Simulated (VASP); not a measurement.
# CuI (Pm-3m) in VASP: single point with PBE

Aim: the single point of CuI with PBE.

Program: VASP 6.6.1. These are calculated values, not measurements. Logs are shortened: lines on timing, memory, paths and dates and some standing lists are left out, and cuts for length are marked.

### 1 The cell of the first run

Symmetry: Pm-3m, No. 221, cubic system. The conventional cell has a = 3.661 Å, b = 3.661 Å, c = 3.661 Å, α = 90.00°, β = 90.00°, γ = 90.00°. Cu (site symmetry m-3m) has 8 I at 3.17 Å and 6 Cu at 3.66 Å within 4.2 Å. Within 4.2 Å of I (site symmetry m-3m) lie 8 Cu at 3.17 Å and 6 I at 3.66 Å.

### 2 Single point, PBE

Contents of INCAR:

```
PREC = Accurate
ENCUT = 520
EDIFF = 1E-7
ISMEAR = -1
SIGMA = 0.02
LREAL = F
LASPH = T
NELM = 80
ALGO = Normal
ISIF = 2
LWAVE = F
LCHARG = F
GGA = PE
NBANDS = 16
```

Contents of KPOINTS:

```
Automatic mesh
0
Gamma
  6 6 6
```

Contents of POSCAR:

```
CuI
1.0
    3.6613896582      0.0000000000      0.0000000000
    0.0000000000      3.6613896582      0.0000000000
    0.0000000000      0.0000000000      3.6613896582
Cu I
1 1
Direct
    0.0000000000      0.0000000000      0.0000000000
    0.5000000000      0.5000000000      0.5000000000
```

Potentials or basis: VASP PAW PBE potentials, release 64 (Cu, I).

The run is started by

```bash
$ cat potpaw_PBE.64/Cu/POTCAR potpaw_PBE.64/I/POTCAR > POTCAR
$ mpirun -np 1 vasp_std > vasp.out
```

OUTCAR:

```text
PREC = Accurate
   ENCUT = 520
   EDIFF = 1E-7
   ISMEAR = -1
   LREAL = F
   LASPH = T
   NELM = 80
   ISIF = 2
   GGA = PE

 ion  position               nearest neighbor table
   1  0.000  0.000  0.000-   2 3.17   2 3.17   2 3.17   2 3.17   2 3.17   2 3.17   2 3.17   2 3.17

   2  0.500  0.500  0.500-   1 3.17   1 3.17   1 3.17   1 3.17   1 3.17   1 3.17   1 3.17   1 3.17

  LATTYP: Found a simple cubic cell.
 ALAT       =     3.6613896582

  Lattice vectors:

 A1 = (   3.6613896582,   0.0000000000,   0.0000000000)
 A2 = (   0.0000000000,   3.6613896582,   0.0000000000)
 A3 = (   0.0000000000,   0.0000000000,   3.6613896582)

Analysis of symmetry for initial positions (statically):
=====================================================================
 Subroutine PRICEL returns:
 Original cell was already a primitive cell.

 Routine SETGRP: Setting up the symmetry group for a
 simple cubic supercell.

 Subroutine GETGRP returns: Found 48 space group operations
 (whereof 48 operations were pure point group operations)
 out of a pool of 48 trial point group operations.

The static configuration has the point symmetry O_h .

Analysis of symmetry for dynamics (positions and initial velocities):
=====================================================================
 Subroutine PRICEL returns:
 Original cell was already a primitive cell.

 Routine SETGRP: Setting up the symmetry group for a
 simple cubic supercell.

 Subroutine GETGRP returns: Found 48 space group operations
 (whereof 48 operations were pure point group operations)
 out of a pool of 48 trial point group operations.

The dynamic configuration has the point symmetry O_h .

 Subroutine INISYM returns: Found 48 space group operations
 (whereof 48 operations are pure point group operations),
 and found     1 'primitive' translations

----------------------------------------------------------------------------------------

                                     Primitive cell

  volume of cell :      49.0838

  direct lattice vectors                    reciprocal lattice vectors
     3.661389658  0.000000000  0.000000000     0.273120343  0.000000000  0.000000000
     0.000000000  3.661389658  0.000000000     0.000000000  0.273120343  0.000000000
     0.000000000  0.000000000  3.661389658     0.000000000  0.000000000  0.273120343

[... 74 lines left out ...]
   LSORBIT =      F    spin-orbit coupling
   LASPH  =      T    aspherical Exc in radial PAW
   ENCUT  =  520.0 eV  38.22 Ry    6.18 a.u.   6.81  6.81  6.81*2*pi/ulx,y,z
   NELM   =     80;   NELMIN=  2; NELMDL= -5     # of ELM steps
   EDIFF  = 0.1E-06   stopping-criterion for ELM
   LREAL  =      F    real-space projection
   EDIFFG = 0.1E-05   stopping-criterion for IOM
   NSW    =      0    number of steps for IOM
   IBRION =     -1    ionic relax: 0-MD 1-quasi-New 2-CG
   NFREE  =      0    steps in history (QN), initial steepest desc. (CG)
   ISIF   =      2    stress and relaxation
   ISYM   =      2    0-nonsym 1-usesym 2-fastsym
   POTIM  = 0.5000    time-step for ionic-motion
   TEBEG  =    0.0;   TEEND  =   0.0 temperature during run
   PSTRESS=    0.0 pullay stress
   NELECT =      18.0000    total number of electrons
   NUPDOWN=      -1.0000    fix difference up-down
   EMIN   =  10.00;   EMAX   =-10.00  energy-range for DOS
   EFERMI =   0.00;   METHOD = LEGACY
   ISMEAR =    -1;   SIGMA  =   0.02  broadening in eV -4-tet -1-fermi 0-gaus
   EFERMI_NEDOS =   21; number of points for ismear=-14 and -15
   IALGO  =     38    algorithm
   IMIX   =      4    mixing-type and parameters
     AMIX     =   0.40;   BMIX     =  1.00
     AMIX_MAG =   1.60;   BMIX_MAG =  1.00
  volume/ion in A,a.u.               =      24.54       165.62
  Fermi-wavevector in a.u.,A,eV,Ry     =   1.171799  2.214379 18.682329  1.373112
  Thomas-Fermi vector in A             =   2.308237
   LORBIT       =      0    0 simple, 1 ext, 2 COOP (PROOUT), +10 PAW based schemes
   GGA     = PE    functional components
   LHFCALC =     F    Hartree Fock is set to
   AEXX    =    0.0000 exact exchange contribution
   IVDW    =     0    specifies the selected vdW correction
   LEPSILON=     F    determine dielectric tensor
   LRPA    =     F    only Hartree local field effects (RPA)
 non-spin polarized calculation
  energy-cutoff  :      520.00
  volume of cell :       49.08
 maximum number of plane-waves:      1357
 NGX is ok and might be reduce to    28
   NGX = 13   NGY = 13   NGZ = 13

 number of electron      18.0000019 magnetization

 Free energy of the ion-electron system (eV)
  ---------------------------------------------------
  ext. energy  EPLUGINS =         0.00000000
  ---------------------------------------------------
  free energy    TOTEN  =        -4.14093025 eV

  energy without entropy =       -4.13906991  energy(sigma->0) =       -4.14000008

 E-fermi :   5.5779     XC(G=0):  -9.9093

 val. band max:        5.5683671098   @ k =   0.5000   0.1667   0.0000
 cond. band min:       5.6213366524   @ k =   0.5000   0.0000   0.0000
 fundamental gap:      0.0529695426
 Fermi energy:         5.5778500765

 k-point     1 :       0.0000    0.0000    0.0000
  band No.  band energies     occupation
      1      -8.1895      2.00000
      2       3.6451      2.00000
      3       3.6451      2.00000
      4       4.0307      2.00000
      5       4.0307      2.00000
      6       4.0307      2.00000
[... 357 lines left out ...]
      3       1.4243      2.00000
      4       1.4243      2.00000
      5       4.1984      2.00000
      6       4.1984      2.00000
[... 8 lines left out ...]
     15      22.3131      0.00000
     16      22.3132      0.00000

------------------------ aborting loop because EDIFF is reached ----------------------------------------

  FORCE on cell =-STRESS in cart. coord.  units (eV):
  Direction    XX          YY          ZZ          XY          YZ          ZX
  --------------------------------------------------------------------------------------
  -------------------------------------------------------------------------------------
  Total       -0.1064142     -0.1064142     -0.1064142     -0.0000000      0.0000000     -0.0000000
  in kB       -3.4735405     -3.4735405     -3.4735405     -0.0000000      0.0000000     -0.0000000
  external PRESSURE =      -3.4735405 kB  Pullay stress =       0.0000000 kB

 VOLUME and BASIS-vectors are now :
 -----------------------------------------------------------------------------
  energy-cutoff  :      520.00
  volume of cell :       49.08
      direct lattice vectors                 reciprocal lattice vectors
     3.661389658  0.000000000  0.000000000     0.273120343  0.000000000  0.000000000
     0.000000000  3.661389658  0.000000000     0.000000000  0.273120343  0.000000000
     0.000000000  0.000000000  3.661389658     0.000000000  0.000000000  0.273120343

 POSITION                                       TOTAL-FORCE (eV/Angst)
 -----------------------------------------------------------------------------------
      0.00000      0.00000      0.00000         0.000000      0.000000      0.000000
      1.83069      1.83069      1.83069         0.000000      0.000000      0.000000
 -----------------------------------------------------------------------------------
    total drift:                               -0.000000      0.000000     -0.000000

  FREE ENERGIE OF THE ION-ELECTRON SYSTEM (eV)
  ---------------------------------------------------
  free  energy   TOTEN  =        -4.1409302463 eV

  energy  without entropy=       -4.1390699136  energy(sigma->0) =       -4.14000008
```

stdout:

```text
POSCAR found type information on POSCAR CuI
 POSCAR found :  2 types and       2 ions
 scaLAPACK will be used
 LDA part: xc-table for (Slater+PW92), standard interpolation
 POSCAR, INCAR and KPOINTS ok, starting setup
 FFT: planning ... GRIDC
 FFT: planning ... GRID_SOFT
 FFT: planning ... GRID
 WAVECAR not read
 entering main loop
```

It took 11 s on 1 thread of Intel Xeon 6975P-C, shared host; peak memory 0.16 GiB.

Results:

* Free energy: -4.1409 eV
* Pressure: -0.3 GPa
* Band gap on the k mesh: zero (band 9 reaches 5.62 eV, above the bottom of band 10 at 5.21 eV)

Levels at points of the mesh, in eV from the Fermi level:
```tsv
k point	band 7	band 8	band 9	band 10	band 11	band 12
(0.00, 0.00, 0.00)	-1.53	-1.53	-1.53	-0.37	5.51	5.51
(0.50, 0.00, 0.00)	-1.38	0.04	0.04	3.47	3.91	6.34
(0.50, 0.50, 0.00)	-1.56	-1.39	-0.34	-0.25	7.27	7.27
(0.50, 0.50, 0.50)	-0.71	-0.71	-0.71	1.85	1.85	1.85
```

Caveat: spin-orbit coupling is left out, which moves the levels of the heavy elements; semilocal functionals often make such compounds metallic where correlation or magnetic order opens a gap, which also shifts bond lengths.
